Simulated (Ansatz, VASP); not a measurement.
**Two plane-wave programs on PbF2**

Contents of INCAR:

```
SYSTEM = PbF2
PREC = Accurate
ENCUT = 600
EDIFF = 1E-6
ISMEAR = -1
SIGMA = 0.05
LREAL = .FALSE.
LASPH = .TRUE.
NELM = 120
ALGO = Normal
ISIF = 2
LWAVE = .FALSE.
LCHARG = .TRUE.
LELF = .TRUE.
LVHAR = .TRUE.
NBANDS = 21
GGA_COMPAT = .FALSE.
```

KPOINTS

```
Automatic mesh
0
G
  7 7 7
  0 0 0
```

File POSCAR:

```
PbF2
1.0
    0.0000000000      3.0217857373      3.0217857373
    3.0217857373      0.0000000000      3.0217857373
    3.0217857373      3.0217857373      0.0000000000
Pb F
1 2
Direct
    0.0000000000      0.0000000000      0.0000000000
    0.7500000000      0.7500000000      0.7500000000
    0.2500000000      0.2500000000      0.2500000000
```

input.yaml

```yaml
crystal:
  lattice:
    - [0.0, 3.0217857373, 3.0217857373]
    - [3.0217857373, 0.0, 3.0217857373]
    - [3.0217857373, 3.0217857373, 0.0]
  atoms:
    - { symbol: Pb, position: [0.0, 0.0, 0.0] }
    - { symbol: F, position: [0.75, 0.75, 0.75] }
    - { symbol: F, position: [0.25, 0.25, 0.25] }
hamiltonian:
  xc: lda
  pseudopotentials: { kind: paw }
kpoints:
  mp_grid: { grid: [7, 7, 7] }
scf:
  occupations: { method: fermi_dirac, width: 0.05 }
output:
  forces: true
  stress: true
  eigenvalues: true
```

Alike in both runs: task single point; functional LDA; k mesh 7 × 7 × 7; occupations fermi-dirac, width 0.05 eV; no spin polarisation.

```csv
,VASP,Ansatz
version,VASP 6.6.1,Ansatz 0.2.0
potentials or method,"VASP PAW LDA potentials, release 64 (Pb_d, F)",Ansatz PAW
plane-wave cutoff (eV),600,420
valence electrons in the cell,28,28
```

```tsv
	VASP	Ansatz	Ansatz less VASP
gap on the k mesh at the Fermi level (eV)	4.26	4.29	+0.032
least direct gap on the mesh (eV)	4.47	4.51	+0.035
pressure (GPa)	-7.9	-7.8	+0.08
```

LDA's correlation is that of Perdew and Zunger in VASP and of Perdew and Wang (1992) in Ansatz.

Spin-orbit coupling is off throughout. Noted on Ansatz's run: odd divisions of the mesh miss points on the zone boundary, where band edges often lie, so the gap on the mesh can be too wide.
